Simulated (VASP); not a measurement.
GaP:

```
Ga P
1.0
     0.00000    2.72540    2.72540
     2.72540    0.00000    2.72540
     2.72540    2.72540    0.00000
Ga P
1 1
Cartesian
  0.0000 0.0000 0.0000
  1.3627 1.3627 1.3627
```

Base run:

```yaml
Program: VASP 6.6.1
Functional: r2SCAN
Potentials_or_basis: VASP PAW PBE potentials, release 64 (Ga_d, P)
Cutoff: 550 eV
k_mesh: 8 × 8 × 8
Occupations: gaussian, width 0.01 eV
Spin: no spin polarisation
```

Its results: band gap on the k mesh 1.90 eV, indirect (least direct gap 2.34 eV); pressure 0.0 GPa.

**Question.** The run is repeated on the same cell with these changes: functional from r2SCAN to PBE; cutoff from 550 eV to 500 eV; k mesh from 8 × 8 × 8 to 4 × 4 × 4. What comes out?

**Answer.** Band gap on the k mesh 1.63 eV, indirect (least direct gap 1.82 eV); pressure 2.8 GPa.

Several settings changed at once, so the effect can't be laid on one alone.

Caveats: some runs use coarse meshes; the PAW data sets were made with another functional, which shifts forces and pressure a little (some runs).

A k mesh can miss the band edges.
